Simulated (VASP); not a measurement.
Set up this calculation in VASP 6.6.1, as the native input.

| Property | Result |
| --- | --- |
| Task | single point |
| Functional | PBE |
| Potentials or basis | VASP PAW PBE potentials, release 64 (Cu, I) |
| Cutoff | 600 eV |
| k mesh | 6 × 6 × 6 |
| Occupations | fermi-dirac, width 0.02 eV |
| Spin | non-collinear spin, zero start, spin-orbit coupling |
| Starting moments | [[0, 0, 0], [0, 0, 0]] μB |
| Dipole correction | no |
| Further INCAR settings | ALGO = Normal; EDIFF = 1e-06; NBANDS = 30 |

The structure of CuI (zinc blende type) lies in POSCAR:

```
CuI
1.0
    0.0000000000      3.0450000000      3.0450000000
    3.0450000000      0.0000000000      3.0450000000
    3.0450000000      3.0450000000      0.0000000000
Cu I
1 1
Direct
    0.0000000000      0.0000000000      0.0000000000
    0.2500000000      0.2500000000      0.2500000000
```

The input as run:

INCAR

```
SYSTEM = CuI
PREC = Accurate
ENCUT = 600
EDIFF = 1E-6
ISMEAR = -1
SIGMA = 0.02
LREAL = .FALSE.
LASPH = .TRUE.
NELM = 200
ALGO = Normal
ISIF = 2
LWAVE = .FALSE.
LCHARG = .FALSE.
MAGMOM = 0 0 0 0 0 0
LORBIT = 11
LSORBIT = .TRUE.
GGA_COMPAT = .FALSE.
LORBMOM = .TRUE.
LMAXMIX = 4
GGA = PE
NBANDS = 30
```

KPOINTS

```
Automatic mesh
0
G
  6 6 6
  0 0 0
```

Potentials or basis: VASP PAW PBE potentials, release 64 (Cu, I).

Command:

```sh
$ cat potpaw_PBE.64/Cu/POTCAR potpaw_PBE.64/I/POTCAR > POTCAR
$ mpirun -np 1 vasp_ncl > vasp.out
```

Results of the run:

| Property | Result |
| --- | --- |
| Pressure | 0.2 GPa |
| Net moment | 0.00 μB per cell |
| Valence electrons inside the program's atomic spheres | Cu 9.91; I 4.30 |

It took 5 min on 1 thread of Intel Xeon 8259CL, with other jobs on the host, peak memory 0.41 GiB.
